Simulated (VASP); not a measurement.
# Al12N in VASP: further runs

The runs below take Al12N through single point, with LDA.

All numbers are computed with VASP 6.6.1; they aren't measurements. Logs are shortened: lines on timing, memory, paths and dates and some standing lists are left out, and cuts for length are marked.

## 1. The cell of the first run

The cell holds a slab with vacuum, 13 atoms: a = 5.634 Å, b = 5.634 Å, c = 19.604 Å, α = 90.00°, β = 90.00°, γ = 90.00°.

## 2. Single point, LDA

Input file INCAR:

```
SYSTEM = Al12N
PREC = Accurate ; ENCUT = 520
EDIFF = 1E-7 ; ISMEAR = 0
SIGMA = 0.1 ; LREAL = .FALSE.
LASPH = .TRUE. ; NELM = 60
ALGO = Normal ; ISIF = 2
LWAVE = .FALSE. ; LCHARG = .TRUE.
LDIPOL = .TRUE. ; IDIPOL = 3
DIPOL = 0.5 0.5 0.324 ; LELF = .TRUE.
LVHAR = .TRUE. ; LVACPOTAV = .TRUE.
NBANDS = 32
```

Input file KPOINTS:

```
Automatic mesh
0
G
  5 5 1
  0 0 0
```

Input file POSCAR:

```
Al12N
1.0
    5.6336864727      0.0000000000      0.0000000000
    0.0000000000      5.6336864727      0.0000000000
    0.0000000000      0.0000000000     19.6042970528
Al N
12 1
Direct
    0.2500000000      0.2500000000      0.2040369001
    0.2500000000      0.7500000000      0.2040369001
    0.7500000000      0.2500000000      0.2040369001
    0.7500000000      0.7500000000      0.2040369001
    0.0000000000      0.0000000000      0.3086956402
    0.0000000000      0.5000000000      0.3086956402
    0.5000000000      0.0000000000      0.3086956402
    0.5000000000      0.5000000000      0.3086956402
    0.2500000000      0.2500000000      0.4133939121
    0.2500000000      0.7500000000      0.4133939121
    0.7500000000      0.2500000000      0.4133939121
    0.7500000000      0.7500000000      0.4133939121
    0.2500000000      0.2500000000      0.5017174459
```

Potentials or basis: VASP PAW LDA potentials, release 64 (Al, N).

The run is started by

```bash
cat potpaw_LDA.64/Al/POTCAR potpaw_LDA.64/N/POTCAR > POTCAR
mpirun -np 1 vasp_std > vasp.out
```

OUTCAR:

```text
SYSTEM = Al12N
   PREC = Accurate
   ENCUT = 520
   EDIFF = 1E-7
   ISMEAR = 0
   LREAL = .FALSE.
   LASPH = .TRUE.
   NELM = 60
   ISIF = 2

 ion  position               nearest neighbor table
   1  0.250  0.250  0.204-   2 2.82   3 2.82   2 2.82   3 2.82   7 2.86   8 2.86   5 2.86   6 2.86

   2  0.250  0.750  0.204-   1 2.82   4 2.82   1 2.82   4 2.82   7 2.86   8 2.86   5 2.86   6 2.86

   3  0.750  0.250  0.204-   1 2.82   4 2.82   4 2.82   1 2.82   7 2.86   8 2.86   5 2.86   6 2.86
[... 15 lines left out ...]
  11  0.750  0.250  0.413-   9 2.82  12 2.82  12 2.82   9 2.82   5 2.86   6 2.86   7 2.86   8 2.86

  12  0.750  0.750  0.413-  10 2.82  11 2.82  11 2.82  10 2.82   5 2.86   6 2.86   7 2.86   8 2.86

  13  0.250  0.250  0.502-   9 1.73

  LATTYP: Found a simple tetragonal cell.
 ALAT       =     5.6336864727
 C/A-ratio  =     3.4798345893

  Lattice vectors:

 A1 = (   5.6336864727,   0.0000000000,   0.0000000000)
 A2 = (   0.0000000000,   5.6336864727,   0.0000000000)
 A3 = (   0.0000000000,   0.0000000000,  19.6042970528)

Analysis of symmetry for initial positions (statically):
=====================================================================
 Subroutine PRICEL returns:
 Original cell was already a primitive cell.

 Routine SETGRP: Setting up the symmetry group for a
 simple tetragonal supercell.

 Subroutine GETGRP returns: Found  8 space group operations
 (whereof  2 operations were pure point group operations)
 out of a pool of 16 trial point group operations.

The static configuration has the point symmetry C_1h.
 The point group associated with its full space group is C_4v.

Analysis of symmetry for dynamics (positions and initial velocities):
=====================================================================
 Subroutine PRICEL returns:
 Original cell was already a primitive cell.

 Routine SETGRP: Setting up the symmetry group for a
 simple tetragonal supercell.

 Subroutine GETGRP returns: Found  8 space group operations
 (whereof  2 operations were pure point group operations)
 out of a pool of 16 trial point group operations.

The dynamic configuration has the point symmetry C_1h.
 The point group associated with its full space group is C_4v.

 Subroutine INISYM returns: Found  8 space group operations
 (whereof  2 operations are pure point group operations),
 and found     1 'primitive' translations

[... 113 lines left out ...]
   EFERMI_NEDOS =   21; number of points for ismear=-14 and -15
   IALGO  =     38    algorithm
   IMIX   =      4    mixing-type and parameters
     AMIX     =   0.40;   BMIX     =  1.00
     AMIX_MAG =   1.60;   BMIX_MAG =  1.00
  volume/ion in A,a.u.               =      47.86       322.99
  Fermi-wavevector in a.u.,A,eV,Ry     =   0.661237  1.249557  5.948937  0.437235
  Thomas-Fermi vector in A             =   1.733934
   LORBIT       =      0    0 simple, 1 ext, 2 COOP (PROOUT), +10 PAW based schemes
   GGA     = CA    functional components
   LHFCALC =     F    Hartree Fock is set to
   AEXX    =    0.0000 exact exchange contribution
   IVDW    =     0    specifies the selected vdW correction
   LEPSILON=     F    determine dielectric tensor
   LRPA    =     F    only Hartree local field effects (RPA)
 non-spin polarized calculation
 Gauss-broadening in eV      SIGMA  =   0.10
  energy-cutoff  :      520.00
  volume of cell :      622.21
 maximum number of plane-waves:     16799
 NGX is ok and might be reduce to    42
   NGX = 21   NGY = 21   NGZ = 73

 dipolmoment           0.000000      0.000000     -0.072004 electrons x Angstroem

 number of electron      41.0000001 magnetization

 dipolmoment           0.000000      0.000000      0.375349 electrons x Angstroem

 Free energy of the ion-electron system (eV)
  ---------------------------------------------------
  ext. energy  EPLUGINS =         0.00000000
  ---------------------------------------------------
  free energy    TOTEN  =       -51.90202738 eV

  energy without entropy =      -51.86406950  energy(sigma->0) =      -51.88304844

 E-fermi :  -1.1201     XC(G=0):  -4.4505

 val. band max:       -1.1419777038   @ k =   0.2000   0.2000   0.0000
 cond. band min:      -1.0885782286   @ k =   0.4000   0.2000   0.0000
 fundamental gap:      0.0533994753
 Fermi energy:        -1.1200721432

 k-point     1 :       0.0000    0.0000    0.0000
  band No.  band energies     occupation
      1     -13.3397      2.00000
      2     -11.4593      2.00000
      3      -9.1888      2.00000
      4      -7.0344      2.00000
      5      -6.9868      2.00000
      6      -6.9095      2.00000
[... 199 lines left out ...]
     31       1.9407      0.00000
     32       1.9864      0.00000

------------------------ aborting loop because EDIFF is reached ----------------------------------------

  FORCE on cell =-STRESS in cart. coord.  units (eV):
  Direction    XX          YY          ZZ          XY          YZ          ZX
  --------------------------------------------------------------------------------------
  -------------------------------------------------------------------------------------
  Total       -8.5498649     -8.5498649     -0.5421475      0.0000000     -0.0000000      0.0000000
  in kB      -22.0157362    -22.0157362     -1.3960194      0.0000000     -0.0000000      0.0000000
  external PRESSURE =     -15.1424973 kB  Pullay stress =       0.0000000 kB

 VOLUME and BASIS-vectors are now :
 -----------------------------------------------------------------------------
  energy-cutoff  :      520.00
  volume of cell :      622.21
      direct lattice vectors                 reciprocal lattice vectors
     5.633686473  0.000000000  0.000000000     0.177503666  0.000000000  0.000000000
     0.000000000  5.633686473  0.000000000     0.000000000  0.177503666  0.000000000
     0.000000000  0.000000000 19.604297053     0.000000000  0.000000000  0.051009225

 POSITION                                       TOTAL-FORCE (eV/Angst)
 -----------------------------------------------------------------------------------
      1.40842      1.40842      4.00000        -0.000000     -0.000000     -0.004220
      1.40842      4.22526      4.00000        -0.000000     -0.000000      0.019756
      4.22526      1.40842      4.00000        -0.000000     -0.000000      0.019756
      4.22526      4.22526      4.00000        -0.000000     -0.000000      0.110580
      0.00000      0.00000      6.05176         0.058117      0.058117      0.015575
      0.00000      2.81684      6.05176         0.058117     -0.058117      0.015575
      2.81684      0.00000      6.05176        -0.058117      0.058117      0.015575
      2.81684      2.81684      6.05176        -0.058117     -0.058117      0.015575
      1.40842      1.40842      8.10430        -0.000000     -0.000000     -1.258337
      1.40842      4.22526      8.10430        -0.000000     -0.000000      0.447431
      4.22526      1.40842      8.10430        -0.000000     -0.000000      0.447431
      4.22526      4.22526      8.10430        -0.000000     -0.000000      0.049800
      1.40842      1.40842      9.83582        -0.000000     -0.000000      0.105503
 -----------------------------------------------------------------------------------
    total drift:                               -0.000000     -0.000000     -0.000210

  FREE ENERGIE OF THE ION-ELECTRON SYSTEM (eV)
  ---------------------------------------------------
  free  energy   TOTEN  =       -51.9020273750 eV

  energy  without entropy=      -51.8640694967  energy(sigma->0) =      -51.88304844

 vacuum level on the upper side and lower side of the slab         5.508         3.367
```

Run time: 3.6 min. Hardware: 1 thread of Intel Xeon Platinum 8488C (Sapphire Rapids), shared host; peak memory 0.46 GiB.

Results:

| Quantity | Value |
| --- | --- |
| Free energy | -51.9020 eV |
| Largest force | 1.258 eV/Å |

Forces in eV/Å, atoms in the order of the input:
```
Al   0.000  0.000 -0.004
Al   0.000  0.000  0.020
Al   0.000  0.000  0.020
Al   0.000  0.000  0.111
Al   0.058  0.058  0.016
Al   0.058 -0.058  0.016
Al  -0.058  0.058  0.016
Al  -0.058 -0.058  0.016
Al   0.000  0.000 -1.258
Al   0.000  0.000  0.447
Al   0.000  0.000  0.447
Al   0.000  0.000  0.050
N    0.000  0.000  0.106
```

## 3. Single point, LDA

Input file INCAR:

```
SYSTEM = Al12N
PREC = Accurate
ENCUT = 520
EDIFF = 1E-6
ISMEAR = 0
SIGMA = 0.1
LREAL = .False.
LASPH = .True.
NELM = 80
ALGO = Normal
ISIF = 2
LWAVE = .False.
LCHARG = .True.
LDIPOL = .True.
IDIPOL = 3
DIPOL = 0.5 0.5 0.317
LELF = .True.
LVHAR = .True.
LVACPOTAV = .True.
NBANDS = 32
```

Input file KPOINTS:

```
Automatic mesh
0
Gamma
  5 5 1
  0 0 0
```

Edit POSCAR of step 2 so:

```diff
@@ -20,2 +20,2 @@
     0.7500000000      0.7500000000      0.4133939121
-    0.2500000000      0.2500000000      0.5017174459
+    0.5000000000      0.5000000000      0.4150634244
```

Potentials or basis: VASP PAW LDA potentials, release 64 (Al, N).

The run is started by

```bash
cat potpaw_LDA.64/Al/POTCAR potpaw_LDA.64/N/POTCAR > POTCAR
mpirun -np 1 vasp_std > vasp.out
```

It took 4 min on 1 thread of Intel Xeon Platinum 8488C (Sapphire Rapids), shared host; peak memory 0.46 GiB.

The run converged. Its results:

- Free energy: -55.9665 eV
- Largest force: 0.594 eV/Å

Forces in eV/Å, atoms in the order of the input:
```
Al  -0.029 -0.029  0.154
Al  -0.029  0.029  0.154
Al   0.029 -0.029  0.154
Al   0.029  0.029  0.154
Al   0.000  0.000 -0.290
Al   0.000  0.000 -0.175
Al   0.000  0.000 -0.175
Al   0.000  0.000 -0.084
Al  -0.420 -0.420  0.025
Al  -0.420  0.420  0.025
Al   0.420 -0.420  0.025
Al   0.420  0.420  0.025
N    0.000  0.000  0.006
```

Levels at points of the mesh, in eV from the Fermi level:
| k point | band 18 | band 19 | band 20 | band 21 | band 22 | band 23 |
| --- | --- | --- | --- | --- | --- | --- |
| (0.00, 0.00, 0.00) | -1.43 | -1.02 | -0.73 | -0.73 | -0.30 | 0.18 |
